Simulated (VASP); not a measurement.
# SiC (R3m) in VASP: single point with HSE06

Aim: the single point of SiC with HSE06.

Program: VASP 6.6.1. These are calculated values, not measurements. Logs are shortened: lines on timing, memory, paths and dates and some standing lists are left out, and cuts for length are marked.

## (1) The cell of the first run

It takes space group R3m (No. 160, trigonal). The conventional cell has a = 3.080 Å, b = 3.080 Å, c = 7.106 Å, α = 90.00°, β = 90.00°, γ = 120.00°. Within 2.4 Å of Si (site symmetry 3m) lie 4 C at 1.81 to 1.86 Å. C (site symmetry 3m) has 4 Si at 1.81 to 1.86 Å within 2.4 Å.

## (2) Single point, HSE06 (strain along [111] -5.8%)

POSCAR

```
SiC
1.0
   -0.0845084311      2.0935439166      2.0935439166
    2.0935439166     -0.0845084311      2.0935439166
    2.0935439166      2.0935439166     -0.0845084311
Si C
1 1
Direct
   -0.0026072750     -0.0026072750     -0.0026072750
    0.2526072750      0.2526072750      0.2526072750
```

INCAR.step1

```
SYSTEM = SiC
PREC = Accurate
ENCUT = 520
EDIFF = 1E-5
ISMEAR = 0
SIGMA = 0.01
LREAL = .FALSE.
LASPH = .TRUE.
NELM = 60
ALGO = Normal
ISIF = 2
LWAVE = .TRUE.
GGA = PE
NBANDS = 11
```

INCAR.step2

```
SYSTEM = SiC
PREC = Accurate
ENCUT = 520
EDIFF = 1E-6
ISMEAR = 0
SIGMA = 0.01
LREAL = .FALSE.
LASPH = .TRUE.
NELM = 60
ALGO = Normal
ISIF = 2
LWAVE = .FALSE.
LCHARG = .TRUE.
GGA = PE
LHFCALC = .TRUE.
HFSCREEN = 0.2079
PRECFOCK = Normal
LELF = .TRUE.
LVHAR = .TRUE.
ISTART = 1
NBANDS = 11
```

KPOINTS

```
regular mesh
0
G
  8 8 8
  0 0 0
```

Potentials or basis: VASP PAW PBE potentials, release 64 (Si, C).

Launch:

```sh
> cat potpaw_PBE.64/Si/POTCAR potpaw_PBE.64/C/POTCAR > POTCAR
> cp INCAR.step1 INCAR
> mpirun -np 1 vasp_std > vasp.out
> cp INCAR.step2 INCAR
> mpirun -np 1 vasp_std > vasp.out
```

OUTCAR:

```text
SYSTEM = SiC
   PREC = Accurate
   ENCUT = 520
   EDIFF = 1E-6
   ISMEAR = 0
   LREAL = .FALSE.
   LASPH = .TRUE.
   NELM = 60
   ISIF = 2
   GGA = PE
   LHFCALC = .TRUE.
   HFSCREEN = 0.2079
   PRECFOCK = Normal
   ISTART = 1

 ion  position               nearest neighbor table
   1  0.997  0.997  0.997-   2 1.81   2 1.86   2 1.86   2 1.86
   2  0.253  0.253  0.253-   1 1.81   1 1.86   1 1.86   1 1.86

  LATTYP: Found a trigonal (rhomboedric) cell.
 ALAT       =     2.9619240261
 COS(alpha) =     0.4592596252

  Lattice vectors:

 A1 = (  -0.0845084311,   2.0935439166,   2.0935439166)
 A2 = (   2.0935439166,  -0.0845084311,   2.0935439166)
 A3 = (   2.0935439166,   2.0935439166,  -0.0845084311)

Analysis of symmetry for initial positions (statically):
=====================================================================
 Subroutine PRICEL returns:
 Original cell was already a primitive cell.

 Routine SETGRP: Setting up the symmetry group for a
 trigonal (rhombohedral) supercell.

 Subroutine GETGRP returns: Found  6 space group operations
 (whereof  6 operations were pure point group operations)
 out of a pool of 12 trial point group operations.

The static configuration has the point symmetry C_3v.

Analysis of symmetry for dynamics (positions and initial velocities):
=====================================================================
 Subroutine PRICEL returns:
 Original cell was already a primitive cell.

 Routine SETGRP: Setting up the symmetry group for a
 trigonal (rhombohedral) supercell.

 Subroutine GETGRP returns: Found  6 space group operations
 (whereof  6 operations were pure point group operations)
 out of a pool of 12 trial point group operations.

The dynamic configuration has the point symmetry C_3v.

 Subroutine INISYM returns: Found  6 space group operations
 (whereof  6 operations are pure point group operations),
 and found     1 'primitive' translations

----------------------------------------------------------------------------------------

                                     Primitive cell

  volume of cell :      19.4623

  direct lattice vectors                    reciprocal lattice vectors
    -0.084508431  2.093543917  2.093543917    -0.224834162  0.234291626  0.234291626
     2.093543917 -0.084508431  2.093543917     0.234291626 -0.224834162  0.234291626
     2.093543917  2.093543917 -0.084508431     0.234291626  0.234291626 -0.224834162

  length of vectors
     2.961924026  2.961924026  2.961924026     0.400419196  0.400419196  0.400419196

  position of ions in fractional coordinates (direct lattice)
     0.997392725  0.997392725  0.997392725
     0.252607275  0.252607275  0.252607275

  ion indices of the primitive-cell ions
   primitive index   ion index
                 1           1
                 2           2

----------------------------------------------------------------------------------------

 KPOINTS: regular mesh

Automatic generation of k-mesh.
 Grid dimensions read from file:
 generate k-points for:    8    8    8

 Generating k-lattice:

  Cartesian coordinates                     Fractional coordinates (reciprocal lattice)
    -0.028104270  0.029286453  0.029286453     0.125000000 -0.000000000 -0.000000000
     0.029286453 -0.028104270  0.029286453    -0.000000000  0.125000000 -0.000000000
     0.029286453  0.029286453 -0.028104270    -0.000000000 -0.000000000  0.125000000

  Length of vectors
     0.050052399  0.050052399  0.050052399

  Shift w.r.t. Gamma in fractional coordinates (k-lattice)
     0.000000000  0.000000000  0.000000000

 Subroutine IBZKPT returns following result:
 ===========================================

 Found     65 irreducible k-points:

 Following reciprocal coordinates:
            Coordinates               Weight
  0.000000  0.000000  0.000000      1.000000
  0.125000  0.000000  0.000000      6.000000
  0.250000  0.000000  0.000000      6.000000
  0.375000  0.000000  0.000000      6.000000
  0.500000  0.000000  0.000000      3.000000
  0.125000  0.125000  0.000000      6.000000
[... 16 lines left out ...]
  0.250000  0.125000  0.125000      6.000000
  0.375000  0.125000  0.125000      6.000000
 [... further k-points ...]
   k-points           NKPTS =     65   k-points in BZ     NKDIM =    512   number of bands    NBANDS=     11
   number of dos      NEDOS =    301   number of ions     NIONS =      2
   total plane-waves  NPLWV =  13824
   dimension x,y,z NGX =    24 NGY =   24 NGZ =   24
   dimension x,y,z NGXF=    48 NGYF=   48 NGZF=   48
   ions per type =               1   1
   NGX,Y,Z   is equivalent  to a cutoff of  13.47, 13.47, 13.47 a.u.
   NGXF,Y,Z  is equivalent  to a cutoff of  26.94, 26.94, 26.94 a.u.
 SYSTEM =  SiC
   PREC   = accura    normal or accurate (medium, high low for compatibility)
   ISTART =      1    job   : 0-new  1-cont  2-samecut
   ICHARG =      0    charge: 1-file 2-atom 10-const
   ISPIN  =      1    spin polarized calculation?
   LNONCOLLINEAR =      F non collinear calculations
   LSORBIT =      F    spin-orbit coupling
   LASPH  =      T    aspherical Exc in radial PAW
   ENCUT  =  520.0 eV  38.22 Ry    6.18 a.u.   5.51  5.51  5.51*2*pi/ulx,y,z
   NELM   =     60;   NELMIN=  2; NELMDL=  0     # of ELM steps
   EDIFF  = 0.1E-05   stopping-criterion for ELM
   LREAL  =      F    real-space projection
   EDIFFG = 0.1E-04   stopping-criterion for IOM
   NSW    =      0    number of steps for IOM
   IBRION =     -1    ionic relax: 0-MD 1-quasi-New 2-CG
   NFREE  =      0    steps in history (QN), initial steepest desc. (CG)
   ISIF   =      2    stress and relaxation
   ISYM   =      3    0-nonsym 1-usesym 2-fastsym
   POTIM  = 0.5000    time-step for ionic-motion
   TEBEG  =    0.0;   TEEND  =   0.0 temperature during run
   PSTRESS=    0.0 pullay stress
   NELECT =       8.0000    total number of electrons
   NUPDOWN=      -1.0000    fix difference up-down
   EMIN   =  10.00;   EMAX   =-10.00  energy-range for DOS
   EFERMI =   0.00;   METHOD = LEGACY
   ISMEAR =     0;   SIGMA  =   0.01  broadening in eV -4-tet -1-fermi 0-gaus
   EFERMI_NEDOS =   21; number of points for ismear=-14 and -15
   IALGO  =     38    algorithm
   IMIX   =      1    mixing-type and parameters
     AMIX     =   0.40;   BMIX     =  1.00
     AMIX_MAG =   1.60;   BMIX_MAG =  1.00
  volume/ion in A,a.u.               =       9.73        65.67
  Fermi-wavevector in a.u.,A,eV,Ry     =   1.217233  2.300236 20.159147  1.481656
  Thomas-Fermi vector in A             =   2.352560
   LORBIT       =      0    0 simple, 1 ext, 2 COOP (PROOUT), +10 PAW based schemes
   GGA     = PE    functional components
   LHFCALC =     T    Hartree Fock is set to
   PRECFOCK=normal    Normal, Fast or Accurate (Low or Medium for compatibility)
   ENCUT4O =  -1.0   cutoff for four orbital integrals eV
   NKREDX  =     1    reduce k-point grid by
   NKREDY  =     1    reduce k-point grid by
   NKREDZ  =     1    reduce k-point grid by
   AEXX    =    0.2500 exact exchange contribution
   HFSCREEN=    0.2079 screening length (either q_TF or 0.3 A-1)
   HFSCREENC=   0.2079 screening length for correlation (either q_TF or 0.3 A-1)
   ENCUTFOCK=  -1.0 apply spherical cutoff to Coloumb kernel
   IVDW    =     0    specifies the selected vdW correction
   LEPSILON=     F    determine dielectric tensor
   LRPA    =     F    only Hartree local field effects (RPA)
 non-spin polarized calculation
 Gauss-broadening in eV      SIGMA  =   0.01
  energy-cutoff  :      520.00
  volume of cell :       19.46
 maximum number of plane-waves:       533
 NGX is ok and might be reduce to    24
  NGX = 18; NGY = 18; NGZ = 18

 number of electron       8.0000000 magnetization

 Free energy of the ion-electron system (eV)
  ---------------------------------------------------
  ext. energy  EPLUGINS =         0.00000000
  ---------------------------------------------------
  free energy    TOTEN  =       -17.29861407 eV

  energy without entropy =      -17.29861407  energy(sigma->0) =      -17.29861407

 E-fermi :   8.7012     XC(G=0):  -9.5652

 val. band max:        8.6159278038   @ k =   0.0000   0.0000   0.0000
 cond. band min:      10.2737562189   @ k =   0.5000   0.5000   0.0000
 fundamental gap:      1.6578284151
 Fermi energy:         8.7011741165

 k-point     1 :       0.0000    0.0000    0.0000
  band No.  band energies     occupation
      1      -9.3249      2.00000
      2       7.9744      2.00000
      3       7.9744      2.00000
      4       8.6159      2.00000
      5      15.8872      0.00000
      6      16.7845      0.00000
      7      16.7845      0.00000
      8      18.8467      0.00000
      9      24.6804      0.00000
     10      24.6804      0.00000
     11      27.1246      0.00000

 k-point     2 :       0.1250    0.0000    0.0000
  band No.  band energies     occupation
      1      -8.9874      2.00000
      2       6.3565      2.00000
      3       7.7957      2.00000
      4       8.3277      2.00000
      5      16.3025      0.00000
      6      17.2016      0.00000
      7      17.4321      0.00000
      8      19.0682      0.00000
      9      23.1580      0.00000
     10      23.6294      0.00000
     11      26.4279      0.00000

 k-point     3 :       0.2500    0.0000    0.0000
  band No.  band energies     occupation
      1      -7.9999      2.00000
      2       3.1696      2.00000
      3       7.4316      2.00000
      4       7.8555      2.00000
      5      16.0931      0.00000
      6      17.5868      0.00000
      7      18.2216      0.00000
      8      19.7777      0.00000
      9      22.6688      0.00000
     10      23.8674      0.00000
     11      25.6360      0.00000
[... 267 lines left out ...]
 k-point    23 :       0.2500    0.1250    0.1250
  band No.  band energies     occupation
      1      -8.3644      2.00000
      2       5.1979      2.00000
      3       6.7749      2.00000
      4       7.8474      2.00000
      5      16.4394      0.00000
      6      17.3627      0.00000
      7      17.3983      0.00000
      8      19.3899      0.00000
      9      21.1194      0.00000
     10      24.1158      0.00000
     11      27.9718      0.00000

 k-point    24 :       0.3750    0.1250    0.1250
  band No.  band energies     occupation
      1      -7.1671      2.00000
      2       2.1545      2.00000
      3       6.1424      2.00000
      4       7.4643      2.00000
      5      16.5748      0.00000
      6      17.2879      0.00000
      7      17.7372      0.00000
      8      19.5977      0.00000
      9      21.2846      0.00000
     10      25.8836      0.00000
     11      28.7606      0.00000

 [... further k-points ...]
[... 5 lines left out ...]
  --------------------------------------------------------------------------------------
  -------------------------------------------------------------------------------------
  Total        1.7000441      1.7000441      1.7000441      1.3427408      1.3427408      1.3427408
  in kB      139.9513704    139.9513704    139.9513704    110.5373772    110.5373772    110.5373772
  external PRESSURE =     139.9513704 kB  Pullay stress =       0.0000000 kB

 VOLUME and BASIS-vectors are now :
 -----------------------------------------------------------------------------
  energy-cutoff  :      520.00
  volume of cell :       19.46
      direct lattice vectors                 reciprocal lattice vectors
    -0.084508431  2.093543917  2.093543917    -0.224834162  0.234291626  0.234291626
     2.093543917 -0.084508431  2.093543917     0.234291626 -0.224834162  0.234291626
     2.093543917  2.093543917 -0.084508431     0.234291626  0.234291626 -0.224834162

 POSITION                                       TOTAL-FORCE (eV/Angst)
 -----------------------------------------------------------------------------------
      4.09188      4.09188      4.09188        -0.008268     -0.008268     -0.008268
      1.03634      1.03634      1.03634         0.008268      0.008268      0.008268
 -----------------------------------------------------------------------------------
    total drift:                               -0.000078     -0.000078     -0.000079

  FREE ENERGIE OF THE ION-ELECTRON SYSTEM (eV)
  ---------------------------------------------------
  free  energy   TOTEN  =       -17.2986140681 eV

  energy  without entropy=      -17.2986140681  energy(sigma->0) =      -17.29861407
```

Run time: 53 min. Hardware: 1 thread of Intel Xeon Platinum 8375C at 2.90GHz (Ice Lake), shared host; peak memory 0.26 GiB.

What came out:

| Property | Result |
| --- | --- |
| Free energy | -17.2986 eV |
| Pressure | 14.0 GPa |
| Largest force | 0.014 eV/Å |
| Band gap on the k mesh | 1.66 eV (least direct gap 5.28 eV) |

Forces on the atoms (eV/Å):
```
Si  -0.008 -0.008 -0.008
C    0.008  0.008  0.008
```

Levels at points of the mesh, in eV from the valence-band top:
| k point | band 1 | band 2 | band 3 | band 4 | band 5 | band 6 | band 7 | band 8 | band 9 |
| --- | --- | --- | --- | --- | --- | --- | --- | --- | --- |
| (0.00, 0.00, 0.00) | -17.94 | -0.64 | -0.64 | 0.00 | 7.27 | 8.17 | 8.17 | 10.23 | 16.06 |
| (0.50, 0.00, 0.00) | -13.99 | -10.23 | -1.59 | -1.28 | 7.03 | 8.21 | 8.90 | 11.66 | 17.99 |
| (0.50, 0.50, 0.00) | -12.21 | -9.17 | -4.45 | -3.62 | 1.66 | 5.29 | 15.84 | 16.19 | 17.56 |
| (0.50, 0.50, 0.50) | -13.36 | -9.89 | -2.03 | -2.03 | 5.91 | 7.70 | 7.70 | 11.04 | 18.61 |

Caveat: the cell differs from its parent crystal (strain along [111] -5.8%); the cell stands under pressure; the PAW data sets were made with another functional, which shifts forces and pressure a little.
